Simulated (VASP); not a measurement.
AlN: single point with PBEsol

AlN:

```xyz
2
Lattice="0.0000 2.1887 2.1887 2.1887 0.0000 2.1887 2.1887 2.1887 0.0000" Properties=species:S:1:pos:R:3 pbc="T T T"
Al    0.0099    0.0000    0.0099
N     3.2640    3.2830    3.2640
```

This cell differs from its parent crystal: mode 4 frozen in at -0.019 Å and mode 5 at -0.019 Å (largest displacements).

| Item | Value |
| --- | --- |
| Program | VASP 6.6.1 |
| Task | single point |
| Functional | PBEsol |
| Potentials or basis | VASP PAW PBE potentials, release 64 (Al, N) |
| Cutoff | 520 eV |
| k mesh | 10 × 10 × 10 |
| Occupations | gaussian, width 0.05 eV |
| Spin | no spin polarisation |

```yaml
Pressure: 0.2 GPa
Largest_force: 0.592 eV/Å
Band_gap_on_the_k_mesh: 3.08 eV, indirect (least direct gap 3.97 eV)
```

Forces on the atoms (eV/Å):
```
Al  -0.417  0.051 -0.417
N    0.417 -0.051  0.417
```

Stress tensor (GPa, compression positive):
```
 0.17 -2.00  0.24
-2.00  0.33 -2.00
 0.24 -2.00  0.17
```

Levels at points of the mesh, in eV from the valence-band top:
```tsv
k point	band 2	band 3	band 4	band 5	band 6	band 7
(0.00, 0.00, 0.00)	-0.21	-0.11	0.00	3.97	12.29	12.30
(0.50, 0.00, 0.00)	-5.99	-0.66	-0.51	7.12	9.61	10.83
(0.00, 0.50, 0.00)	-6.04	-0.58	-0.50	7.09	9.58	10.88
(0.50, 0.50, 0.50)	-5.95	-0.68	-0.59	7.15	9.64	10.83
(0.50, 0.50, 0.00)	-5.03	-1.94	-1.83	3.08	8.33	13.67
(0.50, 0.00, 0.50)	-5.03	-1.89	-1.88	3.08	8.33	13.67
```

It took 43 s on 1 thread of Intel(R) Xeon(R) Platinum 8488C (Sapphire Rapids), on a shared host, peak memory 0.18 GiB.

Caveat: the cell differs from its parent crystal (mode 4 frozen in at -0.019 Å and mode 5 at -0.019 Å (largest displacements)); the PAW data sets were made with another functional, which shifts forces and pressure a little. A k mesh can miss the band edges.
